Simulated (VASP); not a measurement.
Write the native input for VASP 6.6.1 that does the following.

```
Task                   : single point
Functional             : LDA
Potentials or basis    : VASP PAW LDA potentials, release 64 (Sn_d, O)
Cutoff                 : 520 eV
k mesh                 : 6 × 6 × 8
Occupations            : gaussian, width 0.05 eV
Spin                   : no spin polarisation
Dipole correction      : no
Further INCAR settings : ALGO = Normal; EDIFF = 1e-06; NBANDS = 35
```

The structure of SnO2 lies in POSCAR:

```
SnO2
1.0
    4.7201335122      0.0000000000      0.0000000000
    0.0000000000      4.7206343096      0.0000000000
    0.0000000000      0.0000000000      3.1888226875
Sn O
2 4
Direct
    0.4956629379      0.4949908701      0.5000000000
    0.0043459583     -0.0050168105      0.0000000000
    0.2765079676      0.3382154623      0.0000000000
    0.8085674473      0.1989799682      0.5000000000
    0.2234590284      0.8381870536      0.5000000000
    0.6913995487      0.6990083768      0.0000000000
```

This cell differs from its parent crystal: atoms displaced along a vibrational mode.

The input as run:

INCAR

```
PREC     = Accurate       # precision mode
ENCUT    = 520            # plane-wave cutoff, eV
EDIFF    = 1E-6           # SCF threshold, eV
ISMEAR   = 0              # smearing method
SIGMA    = 0.05           # smearing width, eV
LREAL    = False          # projectors in reciprocal space
LASPH    = True           # aspherical terms in the spheres
NELM     = 60             # most SCF steps
ALGO     = Normal         # electronic algorithm
ISIF     = 2              # what is computed and relaxed
LWAVE    = False          # write WAVECAR
LCHARG   = False          # write CHGCAR
NBANDS   = 35             # bands
```

KPOINTS

```
regular mesh
0
Gamma
  6 6 8
```

Potentials or basis: VASP PAW LDA potentials, release 64 (Sn_d, O).

Launch:

```sh
$ cat potpaw_LDA.64/Sn_d/POTCAR potpaw_LDA.64/O/POTCAR > POTCAR
$ mpirun -np 1 vasp_std > vasp.out
```

It gave:

The pressure is 0.5 GPa. The largest force is 0.605 eV/Å. The band gap on the k mesh is 1.25 eV.

Caveat: the cell differs from its parent crystal (atoms displaced along a vibrational mode); spin-orbit coupling is left out, which moves the levels of the heavy elements.

Wall time 2 min on 1 thread of Intel(R) Xeon(R) Platinum 8488C (Sapphire Rapids), on a shared host, peak memory 0.29 GiB.
